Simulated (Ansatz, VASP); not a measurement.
**KCl in VASP and in Ansatz**

Contents of INCAR:

```
ALGO = Normal ; EDIFF = 1E-6
ENCUT = 520 ; GGA = PS
ISIF = 2 ; ISMEAR = 0
LASPH = True ; LCHARG = False
LREAL = False ; LWAVE = False
NBANDS = 24 ; NELM = 80
PREC = Accurate ; SIGMA = 0.05
```

File KPOINTS:

```
k-points
0
Gamma
  6 6 6
```

The input POSCAR:

```
KCl
1.0
    0.0000000000     -3.1207041401     -3.1207041401
   -3.1207041401      0.0000000000     -3.1207041401
    3.1207041401      3.1207041401     -6.2414082803
K Cl
2 2
Direct
    0.4317237687      0.6066779185      0.4934919065
    0.1073247925      0.8803058944     -0.0065080935
    0.7284663983      0.7571778672      0.7571778672
    0.2284663983      0.2571778672      0.2571778672
```

Input for Ansatz:

```yaml
crystal:
  lattice:
    - [0.0, -3.1207041401, -3.1207041401]
    - [-3.1207041401, 0.0, -3.1207041401]
    - [3.1207041401, 3.1207041401, -6.2414082803]
  atoms:
    - { symbol: K, position: [0.4317237687, 0.6066779185, 0.4934919065] }
    - { symbol: K, position: [0.1073247925, 0.8803058944, -0.0065080935] }
    - { symbol: Cl, position: [0.7284663983, 0.7571778672, 0.7571778672] }
    - { symbol: Cl, position: [0.2284663983, 0.2571778672, 0.2571778672] }
basis:
  ecutwfc: 420
kpoints:
  mp_grid: { grid: [6, 6, 6] }
hamiltonian:
  xc: pbesol
scf:
  occupations: { method: gaussian, width: 0.05 }
output:
  forces: true
  stress: true
  eigenvalues: true
  write_density: true
  write_potential: true
  elf: true
  volumetric_format: npy
```

Change from the starting cell: mode 4 frozen in at -0.454 Å and mode 9 at -0.090 Å (largest displacements).

Alike in both runs: task single point; functional PBEsol; k mesh 6 × 6 × 6; occupations gaussian, width 0.05 eV; no spin polarisation.

|  | VASP | Ansatz |
| --- | --- | --- |
| version | VASP 6.6.1 | Ansatz 0.2.0 |
| potentials or method | VASP PAW PBE potentials, release 64 (K_sv, Cl), cutoff 520 eV | scalar-relativistic, plane waves, PAW |
| valence electrons in the cell | 32 | 32 |

|  | VASP | Ansatz | Ansatz less VASP |
| --- | --- | --- | --- |
| gap on the k mesh at the Fermi level (eV) | 5.11 | 5.11 | +0.003 |
| least direct gap on the mesh (eV) | 5.11 | 5.11 | +0.003 |
| pressure (GPa) | 2.0 | 1.9 | -0.08 |
| traceless stress, the component that is largest in VASP (GPa) | -1.97 | -1.93 | +0.040 |
| rms of the force components (eV/Å) | 0.437 | 0.429 | -0.0088 |

VASP's potentials were made for PBE, not for PBEsol. Atom by atom the forces differ by 0.009 eV/Å (rms over components).
